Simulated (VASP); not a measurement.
# Sn (I4/mmm) in VASP: notebook

Aim: see how the results for Sn move with the level of theory and the settings. Levels: HSE06, PBE+D4. Tasks: single point, relaxation of cell and atoms.

All numbers are computed with VASP 6.6.1; they aren't measurements. Logs are shortened: lines on timing, memory, paths and dates and some standing lists are left out, and cuts for length are marked.

### Step 1. The cell of the first run

The structure is tetragonal, space group I4/mmm (No. 139). Conventional cell: a = 4.058 Å, b = 4.058 Å, c = 3.322 Å, α = 90.00°, β = 90.00°, γ = 90.00°. Within 4.4 Å of Sn (site symmetry 4/mmm) lie 14 Sn at 3.32 to 4.06 Å.

### Step 2. Single point, HSE06

POSCAR reads:

```
Sn
1.0
   -2.0291894110      2.0291894110      1.6607599896
    2.0291894110     -2.0291894110      1.6607599896
    2.0291894110      2.0291894110     -1.6607599896
Sn
1
Direct
    0.0000000000      0.0000000000      0.0000000000
```

INCAR.step1 reads:

```
ALGO = Normal
EDIFF = 1E-5
ENCUT = 520
GGA = PE
ISIF = 2
ISMEAR = -1
LASPH = T
LCHARG = F
LREAL = F
LWAVE = T
NBANDS = 13
NELM = 60
PREC = Accurate
SIGMA = 0.05
```

INCAR.step2 reads:

```
ALGO = Normal
EDIFF = 1E-6
ENCUT = 520
GGA = PE
HFSCREEN = 0.2079
ISIF = 2
ISMEAR = -1
ISTART = 1
LASPH = T
LCHARG = F
LHFCALC = T
LREAL = F
LWAVE = F
NBANDS = 13
NELM = 60
PREC = Accurate
PRECFOCK = Normal
SIGMA = 0.05
```

KPOINTS reads:

```
k-points
0
Gamma
  5 5 5
```

Potentials or basis: VASP PAW PBE potentials, release 64 (Sn_d).

Started as:

```bash
> cat potpaw_PBE.64/Sn_d/POTCAR > POTCAR
> cp INCAR.step1 INCAR
> mpirun -np 1 vasp_std > vasp.out
> cp INCAR.step2 INCAR
> mpirun -np 1 vasp_std > vasp.out
```

OUTCAR:

```text
EDIFF = 1E-6
   ENCUT = 520
   GGA = PE
   HFSCREEN = 0.2079
   ISIF = 2
   ISMEAR = -1
   ISTART = 1
   LASPH = T
   LHFCALC = T
   LREAL = F
   NELM = 60
   PREC = Accurate
   PRECFOCK = Normal

 ion  position               nearest neighbor table
   1  0.000  0.000  0.000-

  LATTYP: Found a body centered tetragonal cell.
 ALAT       =     4.0583788220
 C/A-ratio  =     0.8184351745

  Lattice vectors:

 A1 = (  -2.0291894110,   2.0291894110,   1.6607599896)
 A2 = (   2.0291894110,  -2.0291894110,   1.6607599896)
 A3 = (   2.0291894110,   2.0291894110,  -1.6607599896)

Analysis of symmetry for initial positions (statically):
=====================================================================
 Subroutine PRICEL returns:
 Original cell was already a primitive cell.

 Routine SETGRP: Setting up the symmetry group for a
 body centered tetragonal supercell.

 Subroutine GETGRP returns: Found 16 space group operations
 (whereof 16 operations were pure point group operations)
 out of a pool of 16 trial point group operations.

The static configuration has the point symmetry D_4h.

Analysis of symmetry for dynamics (positions and initial velocities):
=====================================================================
 Subroutine PRICEL returns:
 Original cell was already a primitive cell.

 Routine SETGRP: Setting up the symmetry group for a
 body centered tetragonal supercell.

 Subroutine GETGRP returns: Found 16 space group operations
 (whereof 16 operations were pure point group operations)
 out of a pool of 16 trial point group operations.

The dynamic configuration has the point symmetry D_4h.

 Subroutine INISYM returns: Found 16 space group operations
 (whereof 16 operations are pure point group operations),
 and found     1 'primitive' translations

----------------------------------------------------------------------------------------

                                     Primitive cell

  volume of cell :      27.3534

  direct lattice vectors                    reciprocal lattice vectors
    -2.029189411  2.029189411  1.660759990     0.000000000  0.246403809  0.301066983
     2.029189411 -2.029189411  1.660759990     0.246403809  0.000000000  0.301066983
     2.029189411  2.029189411 -1.660759990     0.246403809  0.246403809  0.000000000

  length of vectors
     3.315621069  3.315621069  3.315621069     0.389045197  0.389045197  0.348467608

  position of ions in fractional coordinates (direct lattice)
     0.000000000  0.000000000  0.000000000

  ion indices of the primitive-cell ions
   primitive index   ion index
                 1           1

----------------------------------------------------------------------------------------

 KPOINTS: k-points

Automatic generation of k-mesh.
 Grid dimensions read from file:
 generate k-points for:    5    5    5

 Generating k-lattice:

  Cartesian coordinates                     Fractional coordinates (reciprocal lattice)
     0.000000000  0.049280762  0.060213397     0.200000000 -0.000000000  0.000000000
     0.049280762  0.000000000  0.060213397    -0.000000000  0.200000000  0.000000000
     0.049280762  0.049280762  0.000000000     0.000000000  0.000000000  0.200000000

  Length of vectors
     0.077809039  0.077809039  0.069693522

  Shift w.r.t. Gamma in fractional coordinates (k-lattice)
     0.000000000  0.000000000  0.000000000

 Subroutine IBZKPT returns following result:
 ===========================================

 Found     18 irreducible k-points:

 Following reciprocal coordinates:
            Coordinates               Weight
  0.000000  0.000000  0.000000      1.000000
  0.200000  0.000000  0.000000      8.000000
  0.400000  0.000000  0.000000      8.000000
  0.200000  0.200000  0.000000      8.000000
  0.400000  0.200000  0.000000     16.000000
 -0.400000  0.200000  0.000000     16.000000
[... 10 lines left out ...]
 -0.400000  0.400000  0.400000      4.000000
 -0.400000 -0.400000  0.400000      2.000000
   k-points           NKPTS =     18   k-points in BZ     NKDIM =    125   number of bands    NBANDS=     13
   number of dos      NEDOS =    301   number of ions     NIONS =      1
   total plane-waves  NPLWV =  21952
   dimension x,y,z NGX =    28 NGY =   28 NGZ =   28
   dimension x,y,z NGXF=    56 NGYF=   56 NGZF=   56
   ions per type =               1
   NGX,Y,Z   is equivalent  to a cutoff of  14.04, 14.04, 14.04 a.u.
   NGXF,Y,Z  is equivalent  to a cutoff of  28.08, 28.08, 28.08 a.u.
 SYSTEM =  unknown system
   PREC   = accura    normal or accurate (medium, high low for compatibility)
   ISTART =      1    job   : 0-new  1-cont  2-samecut
   ICHARG =      0    charge: 1-file 2-atom 10-const
   ISPIN  =      1    spin polarized calculation?
   LNONCOLLINEAR =      F non collinear calculations
   LSORBIT =      F    spin-orbit coupling
   LASPH  =      T    aspherical Exc in radial PAW
   ENCUT  =  520.0 eV  38.22 Ry    6.18 a.u.   6.16  6.16  6.16*2*pi/ulx,y,z
   NELM   =     60;   NELMIN=  2; NELMDL=  0     # of ELM steps
   EDIFF  = 0.1E-05   stopping-criterion for ELM
   LREAL  =      F    real-space projection
   EDIFFG = 0.1E-04   stopping-criterion for IOM
   NSW    =      0    number of steps for IOM
   IBRION =     -1    ionic relax: 0-MD 1-quasi-New 2-CG
   NFREE  =      0    steps in history (QN), initial steepest desc. (CG)
   ISIF   =      2    stress and relaxation
   ISYM   =      3    0-nonsym 1-usesym 2-fastsym
   POTIM  = 0.5000    time-step for ionic-motion
   TEBEG  =    0.0;   TEEND  =   0.0 temperature during run
   PSTRESS=    0.0 pullay stress
   NELECT =      14.0000    total number of electrons
   NUPDOWN=      -1.0000    fix difference up-down
   EMIN   =  10.00;   EMAX   =-10.00  energy-range for DOS
   EFERMI =   0.00;   METHOD = LEGACY
   ISMEAR =    -1;   SIGMA  =   0.05  broadening in eV -4-tet -1-fermi 0-gaus
   EFERMI_NEDOS =   21; number of points for ismear=-14 and -15
   IALGO  =     38    algorithm
   IMIX   =      1    mixing-type and parameters
     AMIX     =   0.40;   BMIX     =  1.00
     AMIX_MAG =   1.60;   BMIX_MAG =  1.00
  volume/ion in A,a.u.               =      27.35       184.59
  Fermi-wavevector in a.u.,A,eV,Ry     =   1.309524  2.474642 23.331997  1.714853
  Thomas-Fermi vector in A             =   2.440117
   LORBIT       =      0    0 simple, 1 ext, 2 COOP (PROOUT), +10 PAW based schemes
   GGA     = PE    functional components
   LHFCALC =     T    Hartree Fock is set to
   PRECFOCK=normal    Normal, Fast or Accurate (Low or Medium for compatibility)
   ENCUT4O =  -1.0   cutoff for four orbital integrals eV
   NKREDX  =     1    reduce k-point grid by
   NKREDY  =     1    reduce k-point grid by
   NKREDZ  =     1    reduce k-point grid by
   AEXX    =    0.2500 exact exchange contribution
   HFSCREEN=    0.2079 screening length (either q_TF or 0.3 A-1)
   HFSCREENC=   0.2079 screening length for correlation (either q_TF or 0.3 A-1)
   ENCUTFOCK=  -1.0 apply spherical cutoff to Coloumb kernel
   IVDW    =     0    specifies the selected vdW correction
   LEPSILON=     F    determine dielectric tensor
   LRPA    =     F    only Hartree local field effects (RPA)
 non-spin polarized calculation
  energy-cutoff  :      520.00
  volume of cell :       27.35
 maximum number of plane-waves:       754
 NGX is ok and might be reduce to    28
  NGX = 20; NGY = 20; NGZ = 20

 number of electron      14.0000001 magnetization

 Free energy of the ion-electron system (eV)
  ---------------------------------------------------
  ext. energy  EPLUGINS =         0.00000000
  ---------------------------------------------------
  free energy    TOTEN  =        -4.19257007 eV

  energy without entropy =       -4.17677782  energy(sigma->0) =       -4.18467395

 E-fermi :   7.6558     XC(G=0):  -8.5524

 val. band max:        7.6330256607   @ k =  -0.2000   0.4000   0.2000
 cond. band min:       7.6765347545   @ k =   0.4000   0.2000   0.0000
 fundamental gap:      0.0435090938
 Fermi energy:         7.6558047553

 k-point     1 :       0.0000    0.0000    0.0000
  band No.  band energies     occupation
      1     -15.9725      2.00000
      2     -15.8844      2.00000
      3     -15.8844      2.00000
      4     -15.8796      2.00000
      5     -15.7709      2.00000
      6      -4.4933      2.00000
      7      15.4466      0.00000
      8      15.4466      0.00000
      9      18.2671      0.00000
     10      18.8458      0.00000
     11      20.0476      0.00000
     12      21.3474      0.00000
     13      21.3474      0.00000

 k-point     2 :       0.2000    0.0000    0.0000
  band No.  band energies     occupation
      1     -15.9569      2.00000
      2     -15.8922      2.00000
      3     -15.8517      2.00000
      4     -15.8313      2.00000
      5     -15.7892      2.00000
      6      -3.4272      2.00000
      7      12.4137      0.00000
      8      13.4066      0.00000
      9      14.4023      0.00000
     10      18.0433      0.00000
     11      18.0898      0.00000
     12      21.6884      0.00000
     13      22.3414      0.00000

 k-point     3 :       0.4000    0.0000    0.0000
  band No.  band energies     occupation
      1     -15.9862      2.00000
      2     -15.9206      2.00000
      3     -15.8098      2.00000
      4     -15.7507      2.00000
      5     -15.7418      2.00000
      6      -0.2228      2.00000
      7       5.5059      2.00000
      8      11.6768      0.00000
      9      12.9651      0.00000
     10      15.9611      0.00000
     11      16.0530      0.00000
     12      22.2724      0.00000
     13      25.9539      0.00000

 k-point     4 :       0.2000    0.2000    0.0000
  band No.  band energies     occupation
      1     -15.9624      2.00000
      2     -15.9016      2.00000
      3     -15.8112      2.00000
      4     -15.8029      2.00000
      5     -15.7475      2.00000
      6      -1.0600      2.00000
      7       7.8253      0.06521
      8      10.3510      0.00000
      9      12.2029      0.00000
     10      17.6401      0.00000
     11      18.7375      0.00000
     12      20.4769      0.00000
     13      21.8000      0.00000

 k-point     5 :       0.4000    0.2000    0.0000
  band No.  band energies     occupation
      1     -15.9615      2.00000
      2     -15.8936      2.00000
      3     -15.8183      2.00000
      4     -15.7694      2.00000
      5     -15.7442      2.00000
      6       1.8480      2.00000
      7       4.1468      2.00000
      8       7.6765      0.79562
      9      12.2861      0.00000
     10      16.7574      0.00000
     11      20.0963      0.00000
     12      21.3537      0.00000
     13      27.8601      0.00000
[... 161 lines left out ...]
 k-point    16 :      -0.2000   -0.2000    0.2000
  band No.  band energies     occupation
      1     -15.8884      2.00000
      2     -15.8884      2.00000
      3     -15.8785      2.00000
      4     -15.8225      2.00000
      5     -15.7672      2.00000
      6      -1.9067      2.00000
      7      10.5841      0.00000
      8      12.0388      0.00000
      9      12.0388      0.00000
     10      15.8210      0.00000
     11      19.5731      0.00000
     12      19.5731      0.00000
     13      20.4872      0.00000

 k-point    17 :      -0.4000    0.4000    0.4000
  band No.  band energies     occupation
      1     -15.9841      2.00000
      2     -15.9182      2.00000
      3     -15.7540      2.00000
      4     -15.7514      2.00000
      5     -15.7449      2.00000
      6       1.9989      2.00000
      7       6.6197      2.00000
      8       7.4769      1.94571
      9      11.2167      0.00000
     10      13.0818      0.00000
     11      14.8393      0.00000
     12      26.9870      0.00000
     13      27.7086      0.00000

 k-point    18 :      -0.4000   -0.4000    0.4000
  band No.  band energies     occupation
      1     -15.9289      2.00000
      2     -15.9217      2.00000
      3     -15.7736      2.00000
      4     -15.7736      2.00000
      5     -15.7386      2.00000
      6       4.2131      2.00000
      7       6.8608      2.00000
      8       6.8608      2.00000
      9       7.2912      1.99864
     10      11.7093      0.00000
     11      19.3046      0.00000
     12      25.5223      0.00000
     13      26.5606      0.00000

------------------------ aborting loop because EDIFF is reached ----------------------------------------

  FORCE on cell =-STRESS in cart. coord.  units (eV):
  Direction    XX          YY          ZZ          XY          YZ          ZX
  --------------------------------------------------------------------------------------
  -------------------------------------------------------------------------------------
  Total        0.0614623      0.0614623      0.0883258      0.0000000      0.0000000      0.0000000
  in kB        3.6000421      3.6000421      5.1735180      0.0000000      0.0000000      0.0000000
  external PRESSURE =       4.1245341 kB  Pullay stress =       0.0000000 kB

 VOLUME and BASIS-vectors are now :
 -----------------------------------------------------------------------------
  energy-cutoff  :      520.00
  volume of cell :       27.35
      direct lattice vectors                 reciprocal lattice vectors
    -2.029189411  2.029189411  1.660759990     0.000000000  0.246403809  0.301066983
     2.029189411 -2.029189411  1.660759990     0.246403809  0.000000000  0.301066983
     2.029189411  2.029189411 -1.660759990     0.246403809  0.246403809  0.000000000

 POSITION                                       TOTAL-FORCE (eV/Angst)
 -----------------------------------------------------------------------------------
      0.00000      0.00000      0.00000         0.000000      0.000000      0.000000
 -----------------------------------------------------------------------------------
    total drift:                               -0.000000     -0.000000      0.000000

  FREE ENERGIE OF THE ION-ELECTRON SYSTEM (eV)
  ---------------------------------------------------
  free  energy   TOTEN  =        -4.1925700748 eV

  energy  without entropy=       -4.1767778231  energy(sigma->0) =       -4.18467395
```

Wall time 5.2 min (1 thread of Intel Xeon 6975P-C (Granite Rapids), shared host); peak memory 0.26 GiB.

What came out:

- Free energy: -4.1926 eV
- Pressure: 0.4 GPa
- Band gap on the k mesh: zero (band 7 reaches 15.45 eV, above the bottom of band 8 at 6.86 eV)

Caveat: the k points lie up to 0.49 Å⁻¹ apart; the PAW data sets were made with another functional, which shifts forces and pressure a little; spin-orbit coupling is left out, which moves the levels of the heavy elements.

[end of part 1 of 2]
